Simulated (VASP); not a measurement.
# TiSi2 (Cmcm) in VASP: notebook

TiSi2 is run at these levels: PBE; tasks: single point.

All numbers are computed with VASP 6.6.1; they aren't measurements. Logs are shortened: lines on timing, memory, paths and dates and some standing lists are left out, and cuts for length are marked.

## (1) The cell of the first run

Symmetry: Cmcm, No. 63, orthorhombic system. Conventional cell: a = 3.523 Å, b = 14.021 Å, c = 3.555 Å, α = 90.00°, β = 90.00°, γ = 90.00°. Ti (site symmetry m2m) has 10 Si at 2.58 to 2.88 Å and 2 Ti at 3.40 Å within 3.4 Å. Within 3.2 Å of Si (site symmetry m2m) lie 2 Si at 2.43 Å and 6 Ti at 2.58 to 2.88 Å. Within 3.3 Å of Si (site symmetry m2m) lie 8 Si at 2.50 to 3.21 Å and 4 Ti at 2.71 to 2.72 Å.

## (2) Single point, PBE

Contents of INCAR:

```
SYSTEM = TiSi2
ALGO = Normal
EDIFF = 1E-6
ENCUT = 520
GGA = PE
ISIF = 2
ISMEAR = 0
LASPH = .True.
LCHARG = .False.
LREAL = .False.
LWAVE = .False.
NBANDS = 29
NELM = 60
PREC = Accurate
SIGMA = 0.15
```

Contents of KPOINTS:

```
k-points
0
Gamma
  12 12 12
  0 0 0
```

Contents of POSCAR:

```
TiSi2
1.0
    1.7617074018     -7.0105454800      0.0000000000
    1.7617074018      7.0105454800      0.0000000000
    0.0000000000      0.0000000000      3.5549082095
Ti Si
2 4
Direct
    0.8968075259      0.1031924741      0.7500000000
    0.1031924741      0.8968075259      0.2500000000
    0.5591373592      0.4408626408      0.7500000000
    0.4408626408      0.5591373592      0.2500000000
    0.2498287182      0.7501712818      0.7500000000
    0.7501712818      0.2498287182      0.2500000000
```

Potentials or basis: VASP PAW PBE potentials, release 64 (Ti_sv, Si).

The run is started by

```sh
$ cat potpaw_PBE.64/Ti_sv/POTCAR potpaw_PBE.64/Si/POTCAR > POTCAR
$ mpirun -np 1 vasp_std > vasp.out
```

OUTCAR:

```text
SYSTEM = TiSi2
   EDIFF = 1E-6
   ENCUT = 520
   GGA = PE
   ISIF = 2
   ISMEAR = 0
   LASPH = .True.
   LREAL = .False.
   NELM = 60
   PREC = Accurate

 ion  position               nearest neighbor table
   1  0.897  0.103  0.750-   4 2.58   4 2.58   4 2.58   4 2.58   5 2.71   5 2.71   6 2.72   6 2.72
                             3 2.88   3 2.88
   2  0.103  0.897  0.250-   3 2.58   3 2.58   3 2.58   3 2.58   6 2.71   6 2.71   5 2.72   5 2.72
                             4 2.88   4 2.88
   3  0.559  0.441  0.750-   4 2.43   4 2.43   2 2.58   2 2.58   2 2.58   2 2.58   1 2.88   1 2.88

   4  0.441  0.559  0.250-   3 2.43   3 2.43   1 2.58   1 2.58   1 2.58   1 2.58   2 2.88   2 2.88

   5  0.250  0.750  0.750-   6 2.50   6 2.50   6 2.50   6 2.50   1 2.71   1 2.71   2 2.72   2 2.72

   6  0.750  0.250  0.250-   5 2.50   5 2.50   5 2.50   5 2.50   2 2.71   2 2.71   1 2.72   1 2.72

  LATTYP: Found a base centered orthorhombic cell.
 ALAT       =     3.5234148036
 B/A-ratio  =     3.9794039991
 C/A-ratio  =     1.0089383191

  Lattice vectors:

 A1 = (   1.7617074018,  -7.0105454800,   0.0000000000)
 A2 = (   1.7617074018,   7.0105454800,   0.0000000000)
 A3 = (   0.0000000000,   0.0000000000,   3.5549082095)

Analysis of symmetry for initial positions (statically):
=====================================================================
 Subroutine PRICEL returns:
 Original cell was already a primitive cell.

 Routine SETGRP: Setting up the symmetry group for a
 base centered orthorhombic supercell.

 Subroutine GETGRP returns: Found  8 space group operations
 (whereof  4 operations were pure point group operations)
 out of a pool of  8 trial point group operations.

The static configuration has the point symmetry C_2h.
 The point group associated with its full space group is D_2h.

Analysis of symmetry for dynamics (positions and initial velocities):
=====================================================================
 Subroutine PRICEL returns:
 Original cell was already a primitive cell.

 Routine SETGRP: Setting up the symmetry group for a
 base centered orthorhombic supercell.

 Subroutine GETGRP returns: Found  8 space group operations
 (whereof  4 operations were pure point group operations)
 out of a pool of  8 trial point group operations.

The dynamic configuration has the point symmetry C_2h.
 The point group associated with its full space group is D_2h.

 Subroutine INISYM returns: Found  8 space group operations
 (whereof  4 operations are pure point group operations),
 and found     1 'primitive' translations

----------------------------------------------------------------------------------------

                                     Primitive cell

  volume of cell :      87.8100

  direct lattice vectors                    reciprocal lattice vectors
     1.761707402 -7.010545480  0.000000000     0.283815575 -0.071321126  0.000000000
     1.761707402  7.010545480  0.000000000     0.283815575  0.071321126  0.000000000
     0.000000000  0.000000000  3.554908210     0.000000000  0.000000000  0.281301215

  length of vectors
     7.228510282  7.228510282  3.554908210     0.292639683  0.292639683  0.281301215

  position of ions in fractional coordinates (direct lattice)
     0.896807526  0.103192474  0.750000000
     0.103192474  0.896807526  0.250000000
     0.559137359  0.440862641  0.750000000
     0.440862641  0.559137359  0.250000000
     0.249828718  0.750171282  0.750000000
     0.750171282  0.249828718  0.250000000

  ion indices of the primitive-cell ions
   primitive index   ion index
                 1           1
                 2           2
                 3           3
                 4           4
                 5           5
                 6           6

----------------------------------------------------------------------------------------

 KPOINTS: k-points

Automatic generation of k-mesh.
 Grid dimensions read from file:
 generate k-points for:   12   12   12

 Generating k-lattice:

  Cartesian coordinates                     Fractional coordinates (reciprocal lattice)
     0.023651298 -0.005943427  0.000000000     0.083333333  0.000000000  0.000000000
     0.023651298  0.005943427  0.000000000     0.000000000  0.083333333  0.000000000
     0.000000000  0.000000000  0.023441768     0.000000000  0.000000000  0.083333333

  Length of vectors
     0.024386640  0.024386640  0.023441768

  Shift w.r.t. Gamma in fractional coordinates (k-lattice)
     0.000000000  0.000000000  0.000000000

 Subroutine IBZKPT returns following result:
 ===========================================

 Found    301 irreducible k-points:

 Following reciprocal coordinates:
            Coordinates               Weight
  0.000000  0.000000  0.000000      1.000000
  0.083333  0.000000  0.000000      4.000000
  0.166667  0.000000  0.000000      4.000000
  0.250000  0.000000  0.000000      4.000000
  0.333333  0.000000  0.000000      4.000000
  0.416667  0.000000  0.000000      4.000000
[... 16 lines left out ...]
  0.500000  0.166667  0.000000      4.000000
 -0.416667  0.166667  0.000000      4.000000
 [... further k-points ...]
   k-points           NKPTS =    301   k-points in BZ     NKDIM =    301   number of bands    NBANDS=     29
   number of dos      NEDOS =    301   number of ions     NIONS =      6
   total plane-waves  NPLWV =  81648
   dimension x,y,z NGX =    54 NGY =   54 NGZ =   28
   dimension x,y,z NGXF=   108 NGYF=  108 NGZF=   56
   ions per type =               2   4
   NGX,Y,Z   is equivalent  to a cutoff of  12.42, 12.42, 13.09 a.u.
   NGXF,Y,Z  is equivalent  to a cutoff of  24.84, 24.84, 26.19 a.u.
 SYSTEM =  TiSi2
   PREC   = accura    normal or accurate (medium, high low for compatibility)
   ISTART =      0    job   : 0-new  1-cont  2-samecut
   ICHARG =      2    charge: 1-file 2-atom 10-const
   ISPIN  =      1    spin polarized calculation?
   LNONCOLLINEAR =      F non collinear calculations
   LSORBIT =      F    spin-orbit coupling
   LASPH  =      T    aspherical Exc in radial PAW
   ENCUT  =  520.0 eV  38.22 Ry    6.18 a.u.  13.44 13.44  6.61*2*pi/ulx,y,z
   NELM   =     60;   NELMIN=  2; NELMDL= -5     # of ELM steps
   EDIFF  = 0.1E-05   stopping-criterion for ELM
   LREAL  =      F    real-space projection
   EDIFFG = 0.1E-04   stopping-criterion for IOM
   NSW    =      0    number of steps for IOM
   IBRION =     -1    ionic relax: 0-MD 1-quasi-New 2-CG
   NFREE  =      0    steps in history (QN), initial steepest desc. (CG)
   ISIF   =      2    stress and relaxation
   ISYM   =      2    0-nonsym 1-usesym 2-fastsym
   POTIM  = 0.5000    time-step for ionic-motion
   TEBEG  =    0.0;   TEEND  =   0.0 temperature during run
   PSTRESS=    0.0 pullay stress
   NELECT =      40.0000    total number of electrons
   NUPDOWN=      -1.0000    fix difference up-down
   EMIN   =  10.00;   EMAX   =-10.00  energy-range for DOS
   EFERMI =   0.00;   METHOD = LEGACY
   ISMEAR =     0;   SIGMA  =   0.15  broadening in eV -4-tet -1-fermi 0-gaus
   EFERMI_NEDOS =   21; number of points for ismear=-14 and -15
   IALGO  =     38    algorithm
   IMIX   =      4    mixing-type and parameters
     AMIX     =   0.40;   BMIX     =  1.00
     AMIX_MAG =   1.60;   BMIX_MAG =  1.00
  volume/ion in A,a.u.               =      14.64        98.76
  Fermi-wavevector in a.u.,A,eV,Ry     =   1.259641  2.380377 21.588307  1.586696
  Thomas-Fermi vector in A             =   2.393191
   LORBIT       =      0    0 simple, 1 ext, 2 COOP (PROOUT), +10 PAW based schemes
   GGA     = PE    functional components
   LHFCALC =     F    Hartree Fock is set to
   AEXX    =    0.0000 exact exchange contribution
   IVDW    =     0    specifies the selected vdW correction
   LEPSILON=     F    determine dielectric tensor
   LRPA    =     F    only Hartree local field effects (RPA)
 non-spin polarized calculation
 Gauss-broadening in eV      SIGMA  =   0.15
  energy-cutoff  :      520.00
  volume of cell :       87.81
 maximum number of plane-waves:      2398
 NGX is ok and might be reduce to    54

 number of electron      40.0000003 magnetization

 Free energy of the ion-electron system (eV)
  ---------------------------------------------------
  ext. energy  EPLUGINS =         0.00000000
  ---------------------------------------------------
  free energy    TOTEN  =       -40.69368098 eV

  energy without entropy =      -40.67580317  energy(sigma->0) =      -40.68474207

 E-fermi :  10.1449     XC(G=0): -11.4975

 val. band max:       10.1442641122   @ k =   0.5000   0.0000   0.0833
 cond. band min:      10.1478391213   @ k =  -0.4167   0.3333   0.0833
 fundamental gap:      0.0035750090
 Fermi energy:        10.1449343190

 k-point     1 :       0.0000    0.0000    0.0000
  band No.  band energies     occupation
      1     -46.7713      2.00000
      2     -46.7647      2.00000
      3     -23.1235      2.00000
      4     -23.0651      2.00000
      5     -23.0556      2.00000
      6     -23.0556      2.00000
[... 21 lines left out ...]
     28      12.9032      0.00000
     29      13.1424      0.00000

 k-point     2 :       0.0833    0.0000    0.0000
  band No.  band energies     occupation
      1     -46.7710      2.00000
      2     -46.7645      2.00000
      3     -23.1228      2.00000
      4     -23.0700      2.00000
      5     -23.0602      2.00000
      6     -23.0553      2.00000
[... 21 lines left out ...]
     28      13.0267      0.00000
     29      13.3013      0.00000

 k-point     3 :       0.1667    0.0000    0.0000
  band No.  band energies     occupation
      1     -46.7702      2.00000
      2     -46.7637      2.00000
      3     -23.1206      2.00000
      4     -23.0835      2.00000
      5     -23.0727      2.00000
      6     -23.0544      2.00000
[... 638 lines left out ...]
      5     -23.1066      2.00000
      6     -23.0531      2.00000
[... 21 lines left out ...]
     28      13.1172      0.00000
     29      13.3454      0.00000

 k-point    24 :      -0.4167    0.1667    0.0000
  band No.  band energies     occupation
      1     -46.7691      2.00000
      2     -46.7627      2.00000
      3     -23.1164      2.00000
      4     -23.1018      2.00000
      5     -23.0896      2.00000
      6     -23.0547      2.00000
[... 21 lines left out ...]
     28      12.9229      0.00000
     29      13.6742      0.00000

 [... further k-points ...]
[... 5 lines left out ...]
  --------------------------------------------------------------------------------------
  -------------------------------------------------------------------------------------
  Total        0.4701376     -3.5642961      0.3379275      0.0000000     -0.0000000      0.0000000
  in kB        8.5781093    -65.0339862      6.1658106      0.0000000     -0.0000000      0.0000000
  external PRESSURE =     -16.7633554 kB  Pullay stress =       0.0000000 kB

 VOLUME and BASIS-vectors are now :
 -----------------------------------------------------------------------------
  energy-cutoff  :      520.00
  volume of cell :       87.81
      direct lattice vectors                 reciprocal lattice vectors
     1.761707402 -7.010545480  0.000000000     0.283815575 -0.071321126  0.000000000
     1.761707402  7.010545480  0.000000000     0.283815575  0.071321126  0.000000000
     0.000000000  0.000000000  3.554908210     0.000000000  0.000000000  0.281301215

 POSITION                                       TOTAL-FORCE (eV/Angst)
 -----------------------------------------------------------------------------------
      1.76171     -5.56367      2.66618         0.000000      0.330664      0.000000
      1.76171      5.56367      0.88873         0.000000     -0.330664      0.000000
      1.76171     -0.82917      2.66618         0.000000      0.249160      0.000000
      1.76171      0.82917      0.88873         0.000000     -0.249160      0.000000
      1.76171      3.50767      2.66618         0.000000     -0.007765     -0.000000
      1.76171     -3.50767      0.88873         0.000000      0.007765     -0.000000
 -----------------------------------------------------------------------------------
    total drift:                                0.000000      0.000000      0.000000

  FREE ENERGIE OF THE ION-ELECTRON SYSTEM (eV)
  ---------------------------------------------------
  free  energy   TOTEN  =       -40.6936809769 eV

  energy  without entropy=      -40.6758031676  energy(sigma->0) =      -40.68474207
```

Run time: 25 min. Hardware: 1 thread of Oxide Virtual Turin-like, shared host; peak memory 0.7 GiB.

What came out:

- Free energy: -40.6937 eV
- Pressure: -1.7 GPa
- Largest force: 0.331 eV/Å
- Band gap on the k mesh: zero (band 20 reaches 10.67 eV, above the bottom of band 21 at 9.72 eV)

Forces in eV/Å, atoms in the order of the input:
```
Ti   0.000  0.331  0.000
Ti   0.000 -0.331  0.000
Si   0.000  0.249  0.000
Si   0.000 -0.249  0.000
Si   0.000 -0.008  0.000
Si   0.000  0.008  0.000
```

Levels at points of the mesh, in eV from the Fermi level:
```csv
k point,band 16,band 17,band 18,band 19,band 20,band 21,band 22,band 23,band 24,band 25
"(0.00, 0.00, 0.00)",-2.36,-2.27,-2.06,-1.84,0.52,0.69,0.81,0.88,1.27,1.45
"(0.50, 0.00, 0.00)",-2.57,-1.63,-1.52,-0.69,-0.47,-0.43,1.34,1.42,1.72,1.76
"(0.50, 0.50, 0.00)",-2.31,-2.30,-1.70,-1.32,0.47,0.70,0.88,0.89,0.99,1.90
"(0.00, 0.00, 0.50)",-2.08,-1.71,-1.71,-0.03,-0.03,0.58,0.58,1.52,1.52,1.68
"(0.50, 0.00, 0.50)",-3.93,-3.30,-3.30,-2.38,-2.38,1.61,1.61,1.90,1.90,2.36
"(0.50, 0.50, 0.50)",-3.37,-1.88,-1.88,-0.70,-0.70,0.40,0.40,1.68,1.68,2.29
```

## (3) Single point, PBE

This run uses another cell than the first one, of the same volume but with other edges.

Contents of INCAR:

```
  ALGO = Normal
  EDIFF = 1E-6
  ENCUT = 520
  GGA = PE
  ISIF = 2
  ISMEAR = 0
  LASPH = T
  LCHARG = F
  LREAL = F
  LWAVE = F
  NBANDS = 29
  NELM = 60
  PREC = Accurate
  SIGMA = 0.15
```

Contents of KPOINTS:

```
k-points
0
Gamma
  12 12 12
```

Edit POSCAR of step 2 so:

```diff
@@ -2,5 +2,5 @@
 1.0
-    1.7617074018     -7.0105454800      0.0000000000
-    1.7617074018      7.0105454800      0.0000000000
-    0.0000000000      0.0000000000      3.5549082095
+    1.7854051447     -6.8256781370      0.0000000000
+    1.7854051447      6.8256781370      0.0000000000
+    0.0000000000      0.0000000000      3.6027273313
 Ti Si
```

Potentials or basis: VASP PAW PBE potentials, release 64 (Ti_sv, Si).

The run is started by

```sh
$ cat potpaw_PBE.64/Ti_sv/POTCAR potpaw_PBE.64/Si/POTCAR > POTCAR
$ mpirun -np 1 vasp_std > vasp.out
```

Wall time 23 min (1 thread of Oxide Virtual Turin-like, shared host); peak memory 0.69 GiB.

The run converged. Its results:

| Property | Result |
| --- | --- |
| Free energy | -40.7425 eV |
| Pressure | -2.6 GPa |
| Largest force | 0.057 eV/Å |
| Band gap on the k mesh | zero (band 20 reaches 10.61 eV, above the bottom of band 21 at 9.64 eV) |

Forces on the atoms (eV/Å):
```
Ti   0.000  0.049  0.000
Ti   0.000 -0.049  0.000
Si   0.000  0.057  0.000
Si   0.000 -0.057  0.000
Si   0.000  0.003  0.000
Si   0.000 -0.003  0.000
```

Stress tensor (GPa, compression positive):
```
-2.67  0.00  0.00
 0.00 -2.25  0.00
 0.00  0.00 -2.98
```

Levels at points of the mesh, in eV from the Fermi level:
```
           k point  band 18  band 19  band 20  band 21  band 22  band 23
(0.00, 0.00, 0.00)    -2.05    -2.00     0.46     0.62     0.79     0.87
(0.50, 0.00, 0.00)    -1.41    -0.61    -0.54    -0.51     1.11     1.38
(0.50, 0.50, 0.00)    -1.89    -1.13     0.39     0.64     0.73     0.87
(0.00, 0.00, 0.50)    -1.55    -0.05    -0.05     0.82     0.82     1.47
(0.50, 0.00, 0.50)    -3.14    -2.37    -2.37     1.69     1.69     1.81
(0.50, 0.50, 0.50)    -1.99    -0.84    -0.84     0.43     0.43     1.60
```

## (4) Single point, PBE

This run uses another cell than the first one, of 14.06 Å³/atom, 0.961 times its volume.

Edit INCAR of step 3 so:

```diff
@@ -11,3 +11,3 @@
   NBANDS = 29
-  NELM = 60
+  NELM = 100
   PREC = Accurate
```

KPOINTS is that of step 3.

Edit POSCAR of step 3 so:

```diff
@@ -2,5 +2,5 @@
 1.0
-    1.7854051447     -6.8256781370      0.0000000000
-    1.7854051447      6.8256781370      0.0000000000
-    0.0000000000      0.0000000000      3.6027273313
+    1.7735347799     -6.6460473535      0.0000000000
+    1.7735347799      6.6460473535      0.0000000000
+    0.0000000000      0.0000000000      3.5787743996
 Ti Si
```

The run is started by

```sh
$ cat potpaw_PBE.64/Ti_sv/POTCAR potpaw_PBE.64/Si/POTCAR > POTCAR
$ mpirun -np 1 vasp_std > vasp.out
```

Wall time 18 min (1 thread of Oxide Virtual Turin-like, shared host); peak memory 0.68 GiB.

It converged, with:

```yaml
Free_energy: -40.7297 eV
Pressure: 2.5 GPa
Largest_force: 0.229 eV/Å
Band_gap_on_the_k_mesh: zero (band 20 reaches 11.11 eV, above the bottom of band 21 at 10.10 eV)
```

Forces in eV/Å, atoms in the order of the input:
```
Ti   0.000 -0.229  0.000
Ti   0.000  0.229  0.000
Si   0.000 -0.162  0.000
Si   0.000  0.162  0.000
Si   0.000  0.022  0.000
Si   0.000 -0.022  0.000
```

Stress tensor (GPa, compression positive):
```
1.05 0.00 0.00
0.00 5.09 0.00
0.00 0.00 1.48
```

Levels at points of the mesh, in eV from the Fermi level:
| k point | band 16 | band 17 | band 18 | band 19 | band 20 | band 21 | band 22 | band 23 | band 24 | band 25 |
| --- | --- | --- | --- | --- | --- | --- | --- | --- | --- | --- |
| (0.00, 0.00, 0.00) | -2.48 | -2.13 | -2.11 | -1.89 | 0.44 | 0.77 | 0.81 | 0.89 | 1.28 | 1.46 |
| (0.50, 0.00, 0.00) | -2.41 | -1.75 | -1.33 | -0.63 | -0.62 | -0.55 | 1.10 | 1.44 | 1.62 | 1.82 |
| (0.50, 0.50, 0.00) | -2.65 | -2.59 | -2.01 | -1.09 | 0.35 | 0.61 | 0.67 | 0.92 | 1.21 | 2.18 |
| (0.00, 0.00, 0.50) | -2.39 | -1.56 | -1.56 | -0.05 | -0.05 | 1.00 | 1.00 | 1.48 | 1.48 | 1.62 |
| (0.50, 0.00, 0.50) | -4.08 | -3.12 | -3.12 | -2.45 | -2.45 | 1.78 | 1.78 | 1.86 | 1.86 | 2.59 |
| (0.50, 0.50, 0.50) | -3.30 | -2.11 | -2.11 | -0.95 | -0.95 | 0.49 | 0.49 | 1.65 | 1.65 | 2.50 |

## (5) The runs side by side

```csv
cell,gap on the mesh (eV),pressure (GPa),largest force (eV/Å)
"a = 7.229, b = 7.229, c = 3.555 Å, angles 90.0, 90.0, 151.8°, 6 atoms",none,-1.7,0.33
"a = 7.055, b = 7.055, c = 3.603 Å, angles 90.0, 90.0, 150.7°, 6 atoms",none,-2.6,0.06
"a = 6.879, b = 6.879, c = 3.579 Å, angles 90.0, 90.0, 150.1°, 6 atoms",none,2.5,0.23
```

Alike in all rows: task single point; level PBE; potentials or basis VASP PAW PBE potentials, release 64 (Ti_sv, Si); no spin polarisation; k mesh 12 × 12 × 12; cutoff (eV) 520; smearing gaussian 0.15 eV.

Absolute energies hang on the potentials; compare differences alone.
